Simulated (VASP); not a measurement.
# GaGe (F-43m) in VASP: a series of runs

The runs below take GaGe through vibrations by perturbation theory, elastic constants, with PBEsol.

Program: VASP 6.6.1. These are calculated values, not measurements. Logs are shortened: lines on timing, memory, paths and dates and some standing lists are left out, and cuts for length are marked.

## 1. The cell of the first run

The structure is cubic, space group F-43m (No. 216). The conventional cell has a = 5.796 Å, b = 5.796 Å, c = 5.796 Å, α = 90.00°, β = 90.00°, γ = 90.00°. Ge (site symmetry -43m) has 4 Ga at 2.51 Å within 3.3 Å. Ga (site symmetry -43m) has 4 Ge at 2.51 Å within 3.3 Å.

## 2. Vibrations by perturbation theory, PBEsol

INCAR

```
SYSTEM = GaGe
ALGO = Normal
EDIFF = 1E-8
ENCUT = 520
GGA = PS
IBRION = 8
ISIF = 2
ISMEAR = -1
LASPH = .TRUE.
LCHARG = .FALSE.
LREAL = .FALSE.
LWAVE = .FALSE.
NELM = 80
NSW = 1
PREC = Accurate
SIGMA = 0.05
```

KPOINTS

```
k-points
0
G
  8 8 8
  0 0 0
```

POSCAR

```
GaGe
1.0
    0.0000000000      2.8978440000      2.8978440000
    2.8978440000      0.0000000000      2.8978440000
    2.8978440000      2.8978440000      0.0000000000
Ge Ga
1 1
Direct
    0.0000000000      0.0000000000      0.0000000000
    0.2500000000      0.2500000000      0.2500000000
```

Potentials or basis: VASP PAW PBE potentials, release 64 (Ge_d, Ga_d).

The run is started by

```
cat potpaw_PBE.64/Ge_d/POTCAR potpaw_PBE.64/Ga_d/POTCAR > POTCAR
mpirun -np 1 vasp_std > vasp.out
```

OUTCAR:

```text
SYSTEM = GaGe
   EDIFF = 1E-8
   ENCUT = 520
   GGA = PS
   IBRION = 8
   ISIF = 2
   ISMEAR = -1
   LASPH = .TRUE.
   LREAL = .FALSE.
   NELM = 80
   NSW = 1
   PREC = Accurate

 ion  position               nearest neighbor table
   1  0.000  0.000  0.000-   2 2.51   2 2.51   2 2.51   2 2.51
   2  0.250  0.250  0.250-   1 2.51   1 2.51   1 2.51   1 2.51

  LATTYP: Found a face centered cubic cell.
 ALAT       =     5.7956880000

  Lattice vectors:

 A1 = (   0.0000000000,   2.8978440000,   2.8978440000)
 A2 = (   2.8978440000,   0.0000000000,   2.8978440000)
 A3 = (   2.8978440000,   2.8978440000,   0.0000000000)

Analysis of symmetry for initial positions (statically):
=====================================================================
 Subroutine PRICEL returns:
 Original cell was already a primitive cell.

 Routine SETGRP: Setting up the symmetry group for a
 face centered cubic supercell.

 Subroutine GETGRP returns: Found 24 space group operations
 (whereof 24 operations were pure point group operations)
 out of a pool of 48 trial point group operations.

The static configuration has the point symmetry T_d .

Analysis of symmetry for dynamics (positions and initial velocities):
=====================================================================
 Subroutine PRICEL returns:
 Original cell was already a primitive cell.

 Routine SETGRP: Setting up the symmetry group for a
 face centered cubic supercell.

 Subroutine GETGRP returns: Found 24 space group operations
 (whereof 24 operations were pure point group operations)
 out of a pool of 48 trial point group operations.

The dynamic configuration has the point symmetry T_d .

 Subroutine INISYM returns: Found 24 space group operations
 (whereof 24 operations are pure point group operations),
 and found     1 'primitive' translations

----------------------------------------------------------------------------------------

[... 639 lines left out ...]

 VOLUME and BASIS-vectors are now :
 -----------------------------------------------------------------------------
  energy-cutoff  :      520.00
  volume of cell :       48.67
      direct lattice vectors                 reciprocal lattice vectors
     0.000000000  2.897844000  2.897844000    -0.172542069  0.172542069  0.172542069
     2.897844000  0.000000000  2.897844000     0.172542069 -0.172542069  0.172542069
     2.897844000  2.897844000  0.000000000     0.172542069  0.172542069 -0.172542069

 POSITION                                       TOTAL-FORCE (eV/Angst)
 -----------------------------------------------------------------------------------
      0.00000      0.00000      0.00000         0.000000      0.000000      0.000000
      1.44892      1.44892      1.44892        -0.000000     -0.000000     -0.000000
 -----------------------------------------------------------------------------------
    total drift:                                0.000001      0.000001      0.000001

  FREE ENERGIE OF THE ION-ELECTRON SYSTEM (eV)
  ---------------------------------------------------
  free  energy   TOTEN  =        -7.8997656424 eV

  energy  without entropy=       -7.8912482811  energy(sigma->0) =       -7.89550696

[... ionic steps 2 to 3 ...]

--------------------------------------- Ionic step        4  -------------------------------------------

------------------------ aborting loop because EDIFF is reached ----------------------------------------

[... ionic steps 5 to 6 ...]

--------------------------------------- Ionic step        7  -------------------------------------------

 Free energy of the ion-electron system (eV)
  ---------------------------------------------------
  ---------------------------------------------------
  free energy    TOTEN  =        -0.16480138 eV

  energy without entropy =       -0.16480138

------------------------ aborting loop because EDIFF is reached ----------------------------------------

 INTERNAL STRAIN TENSOR  FOR ION    2  DIRECTION 1   (eV/Angst):
 -----------------------------------------------------------------------------
    -0.00160 -0.00000  0.00000
     0.00000  0.00122 -7.69137
     0.00000 -7.69137  0.00122

 INTERNAL STRAIN TENSOR FOR ION    2 for displacements in x,y,z  (eV/Angst):
          X           Y           Z          XY          YZ          ZX
  --------------------------------------------------------------------------------
  x    -0.00000     0.00000     0.00000     0.00000    -7.69137     0.00000
  y    -0.00000    -0.00000    -0.00000     0.00000     0.00000    -7.69137
  z     0.00000     0.00000    -0.00000    -7.69137     0.00000     0.00000

 SECOND DERIVATIVES (NOT SYMMETRIZED)
 ------------------------------------
               1X          1Y          1Z          2X          2Y          2Z
  1X    -4.670191    0.000000    0.000000    4.670191    0.000000    0.000000
  1Y     0.000000   -4.670191    0.000000    0.000000    4.670191    0.000000
  1Z     0.000000    0.000000   -4.670191    0.000000    0.000000    4.670191
  2X     4.763863    0.000000    0.000000   -4.763863    0.000000    0.000000
  2Y     0.000000    4.763863    0.000000    0.000000   -4.763863    0.000000
  2Z     0.000000    0.000000    4.763863    0.000000    0.000000   -4.763863

 Eigenvectors and eigenvalues of the dynamical matrix
 ----------------------------------------------------

   1 f  =    5.693778 THz    35.775063 2PiTHz  189.923996 cm-1    23.547564 meV
             X         Y         Z           dx          dy          dz
      0.000000  0.000000  0.000000     0.000000    0.696346    0.000000
      1.448922  1.448922  1.448922     0.000000   -0.717706    0.000000
[... 21 lines left out ...]
   6 f/i=    0.028255 THz     0.177532 2PiTHz    0.942490 cm-1     0.116854 meV
             X         Y         Z           dx          dy          dz
      0.000000  0.000000  0.000000     0.000000    0.000000    0.717706
      1.448922  1.448922  1.448922     0.000000    0.000000    0.696346

--------------------------------------------------------------------------------------------------------

 ELASTIC MODULI CONTR FROM IONIC RELAXATION (kBar)
 Direction    XX          YY          ZZ          XY          YZ          ZX
 --------------------------------------------------------------------------------
 XX          -0.0000     -0.0000     -0.0000      0.0000     -0.0000     -0.0000
 YY          -0.0000     -0.0000     -0.0000      0.0000      0.0000     -0.0000
 ZZ          -0.0000     -0.0000     -0.0000     -0.0000      0.0000     -0.0000
 XY           0.0000      0.0000     -0.0000   -411.6491      0.0000      0.0000
 YZ          -0.0000      0.0000      0.0000      0.0000   -411.6491      0.0000
 ZX          -0.0000     -0.0000     -0.0000      0.0000      0.0000   -411.6491
 --------------------------------------------------------------------------------
```

Wall time 2.4 min (1 thread of Intel Xeon 6975P-C (Granite Rapids), shared host); peak memory 0.33 GiB.

What came out:

```
Highest phonon frequency at Γ : 190 cm⁻¹
```

Phonon frequencies in cm⁻¹ (negative: imaginary):
```
              q point           frequencies
(0.000, 0.000, 0.000)  -1 -1 -1 190 190 190
```

Caveat: the cell stands under pressure or tension, which shifts response properties; the PAW data sets were made with another functional, which shifts forces and pressure a little.

## 3. Elastic constants, PBEsol

INCAR

```
SYSTEM = GaGe
PREC = Accurate
ENCUT = 600
EDIFF = 1E-8
ISMEAR = -1
SIGMA = 0.05
LREAL = .FALSE.
LASPH = .TRUE.
NELM = 80
ALGO = Normal
ISIF = 3
LWAVE = .FALSE.
LCHARG = .FALSE.
GGA = PS
IBRION = 6
NFREE = 2
POTIM = 0.015
NSW = 1
```

KPOINTS

```
regular mesh
0
G
  6 6 6
  0 0 0
```

POSCAR is that of step 2.

Potentials or basis: VASP PAW PBE potentials, release 64 (Ge_d, Ga_d).

The run is started by

```
cat potpaw_PBE.64/Ge_d/POTCAR potpaw_PBE.64/Ga_d/POTCAR > POTCAR
mpirun -np 1 vasp_std > vasp.out
```

OUTCAR:

```text
SYSTEM = GaGe
   PREC = Accurate
   ENCUT = 600
   EDIFF = 1E-8
   ISMEAR = -1
   LREAL = .FALSE.
   LASPH = .TRUE.
   NELM = 80
   ISIF = 3
   GGA = PS
   IBRION = 6
   NFREE = 2
   POTIM = 0.015
   NSW = 1

 ion  position               nearest neighbor table
   1  0.000  0.000  0.000-   2 2.51   2 2.51   2 2.51   2 2.51
   2  0.250  0.250  0.250-   1 2.51   1 2.51   1 2.51   1 2.51

  LATTYP: Found a face centered cubic cell.
 ALAT       =     5.7956880000

  Lattice vectors:

 A1 = (   0.0000000000,   2.8978440000,   2.8978440000)
 A2 = (   2.8978440000,   0.0000000000,   2.8978440000)
 A3 = (   2.8978440000,   2.8978440000,   0.0000000000)

Analysis of symmetry for initial positions (statically):
=====================================================================
 Subroutine PRICEL returns:
 Original cell was already a primitive cell.

 Routine SETGRP: Setting up the symmetry group for a
 face centered cubic supercell.

 Subroutine GETGRP returns: Found 24 space group operations
 (whereof 24 operations were pure point group operations)
 out of a pool of 48 trial point group operations.

The static configuration has the point symmetry T_d .

Analysis of symmetry for dynamics (positions and initial velocities):
=====================================================================
 Subroutine PRICEL returns:
 Original cell was already a primitive cell.
[... 836 lines left out ...]
  in kB      -25.1629158    -25.1900183    -25.1900183     -0.0000000      4.6699710      0.0000000
  external PRESSURE =     -25.1809841 kB  Pullay stress =       0.0000000 kB
[... 17 lines left out ...]
  FREE ENERGIE OF THE ION-ELECTRON SYSTEM (eV)
  ---------------------------------------------------
  free  energy   TOTEN  =        -7.9255452941 eV

  energy  without entropy=       -7.9119913765  energy(sigma->0) =       -7.91876834

 INTERNAL STRAIN TENSORS FROM STRAINED CELLS
 ============================================

 INTERNAL STRAIN TENSOR FOR ION    1 for displacements in x,y,z  (eV/Angst):
          X           Y           Z          XY          YZ          ZX
  --------------------------------------------------------------------------------
  x    -0.00000    -0.00000    -0.00000     0.00000     9.24391     0.00000
  y    -0.00000    -0.00000    -0.00000     0.00000     0.00000     9.24382
  z    -0.00000    -0.00000    -0.00000     9.24306    -0.00000     0.00000

 INTERNAL STRAIN TENSORS FROM DISPLACED ATOMS
 ============================================

 INTERNAL STRAIN TENSOR FOR ION    1 for displacements in x,y,z  (eV/Angst):
          X           Y           Z          XY          YZ          ZX
  --------------------------------------------------------------------------------
  x    -0.00000    -0.00000    -0.00000     0.00000     9.41966     0.00000
  y    -0.00000    -0.00000    -0.00000    -0.00000     0.00000     9.41966
  z    -0.00000    -0.00000    -0.00000     9.41966     0.00000     0.00000

 INTERNAL STRAIN TENSOR FOR ION    2 for displacements in x,y,z  (eV/Angst):
          X           Y           Z          XY          YZ          ZX
  --------------------------------------------------------------------------------
  x     0.00000     0.00000     0.00000     0.00000    -9.44088     0.00000
  y     0.00000     0.00000     0.00000     0.00000     0.00000    -9.44088
  z     0.00000     0.00000     0.00000    -9.44088     0.00000     0.00000

 Eigenvectors and eigenvalues of the dynamical matrix
 ----------------------------------------------------

   1 f  =    5.489160 THz    34.489411 2PiTHz  183.098679 cm-1    22.701333 meV
             X         Y         Z           dx          dy          dz
      0.000000  0.000000  0.000000    -0.699844   -0.000000    0.000000
      1.448922  1.448922  1.448922     0.714296   -0.000000    0.000000
[... 21 lines left out ...]
   6 f/i=    0.000423 THz     0.002655 2PiTHz    0.014097 cm-1     0.001748 meV
             X         Y         Z           dx          dy          dz
      0.000000  0.000000  0.000000     0.035400    0.478331    0.529306
      1.448922  1.448922  1.448922     0.034683    0.468653    0.518597

--------------------------------------------------------------------------------------------------------

 ELASTIC MODULI CONTR FROM IONIC RELAXATION (kBar)
 Direction    XX          YY          ZZ          XY          YZ          ZX
 --------------------------------------------------------------------------------
 XX          -0.0000     -0.0000     -0.0000      0.0000      0.0000      0.0000
 YY          -0.0000     -0.0000     -0.0000      0.0000      0.0000      0.0000
 ZZ          -0.0000     -0.0000     -0.0000      0.0000      0.0000      0.0000
 XY           0.0000      0.0000      0.0000   -667.6176     -0.0000      0.0000
 YZ           0.0000      0.0000      0.0000     -0.0000   -667.6176      0.0000
 ZX           0.0000      0.0000      0.0000      0.0000      0.0000   -667.6176
 --------------------------------------------------------------------------------

 TOTAL ELASTIC MODULI (kBar)
 Direction    XX          YY          ZZ          XY          YZ          ZX
 --------------------------------------------------------------------------------
 XX         337.7415    547.4254    547.4254      0.0000      0.0000      0.0000
 YY         547.4254    337.7415    547.4254      0.0000      0.0000      0.0000
 ZZ         547.4254    547.4254    337.7415      0.0000      0.0000      0.0000
 XY           0.0000      0.0000      0.0000   -356.6247     -0.0000      0.0000
 YZ           0.0000      0.0000      0.0000     -0.0000   -356.6247      0.0000
 ZX           0.0000      0.0000      0.0000      0.0000      0.0000   -356.6247
 --------------------------------------------------------------------------------
```

OSZICAR:

```text
N       E                     dE             d eps       ncg     rms          rms(c)
DAV:   1     0.140260052111E+03    0.14026E+03   -0.15528E+04   552   0.382E+03
DAV:   2     0.863776843931E+01   -0.13162E+03   -0.13007E+03   552   0.486E+02
DAV:   3    -0.757381287674E+01   -0.16212E+02   -0.16158E+02   659   0.141E+02
[... 199 lines left out ...]
DAV:   3    -0.792554805334E+01    0.17347E-04   -0.70379E-04  1856   0.276E-01    0.200E-02
DAV:   4    -0.792554519799E+01    0.28553E-05   -0.54357E-05  2178   0.928E-02    0.442E-03
DAV:   5    -0.792554526037E+01   -0.62375E-07   -0.42626E-06  1730   0.219E-02    0.161E-03
DAV:   6    -0.792554529698E+01   -0.36614E-07   -0.25917E-07  2505   0.732E-03    0.627E-04
DAV:   7    -0.792554529407E+01    0.29167E-08   -0.18573E-08  1261   0.215E-03
  17 F= -.79255453E+01 E0= -.79187683E+01  d E =-.135539E-01
```

Run time: 5.3 min. Hardware: 1 thread of Intel Xeon 6975P-C (Granite Rapids), shared host; peak memory 0.3 GiB.

What came out:

| Item | Value |
| --- | --- |
| Elastic constants C11, C12, C44 | 34, 55, -36 GPa |
| Voigt bulk modulus | 48 GPa |
| Highest phonon frequency at Γ | 183 cm⁻¹ |

Phonon frequencies in cm⁻¹ (negative: imaginary):
| q point | frequencies |
| --- | --- |
| (0.000, 0.000, 0.000) | 0 0 0 183 183 183 |

Elastic tensor in Voigt notation (GPa, in the Cartesian axes of the cell as first typed):
```
 34  55  55   0   0   0
 55  34  55   0   0   0
 55  55  34   0   0   0
  0   0   0 -36   0   0
  0   0   0   0 -36   0
  0   0   0   0   0 -36
```

Clamped-ion elastic tensor (GPa):
```
34 55 55  0  0  0
55 34 55  0  0  0
55 55 34  0  0  0
 0  0  0 31  0  0
 0  0  0  0 31  0
 0  0  0  0  0 31
```

Caveat: the cell is under stress, which shifts elastic constants; the elastic tensor has a negative eigenvalue, so either the cell is unstable as it stands or the mesh is too thin; the PAW data sets were made with another functional, which shifts forces and pressure a little.
